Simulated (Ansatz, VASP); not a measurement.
## NaI: VASP beside Ansatz

```xyz
2
Lattice="0.0000 3.2364 3.2849 3.2364 0.0000 3.2849 3.2364 3.2364 0.0000" Properties=species:S:1:pos:R:3 pbc="T T T"
Na    0.0000    0.0000    0.0000
I     3.2364    3.2364    3.2849
```

Change from the starting cell: strain +0.000 along x and y, +0.015 along z, atoms carried along.

Alike in both runs: task single point; functional r2SCAN; k mesh 6 × 6 × 6; occupations gaussian, width 0.05 eV; no spin polarisation.

|  | VASP | Ansatz |
| --- | --- | --- |
| version | VASP 6.6.1 | Ansatz 0.2.0 |
| potentials or method | VASP PAW PBE potentials, release 64 (Na_pv, I), cutoff 520 eV | scalar-relativistic, plane waves, PAW |
| valence electrons in the cell | 14 | 26 |

Ansatz gave:

| Item | Value |
| --- | --- |
| gap on the k mesh at the Fermi level (eV) | 4.37 |
| least direct gap on the mesh (eV) | 4.37 |
| pressure (GPa) | -0.3 |
| traceless stress, the component that is largest in VASP (GPa) | -0.24 |

Q: What did VASP give for the same quantities?

A: gap on the k mesh at the Fermi level (eV): 4.38; least direct gap on the mesh (eV): 4.38; pressure (GPa): -0.4; traceless stress, the component that is largest in VASP (GPa): -0.25.

VASP's potentials were made for PBE, not for r2SCAN. VASP's potentials hold 14 valence electrons a cell and Ansatz's 26, so a difference there can come from the potentials and not from the codes.

Spin-orbit coupling is off throughout.
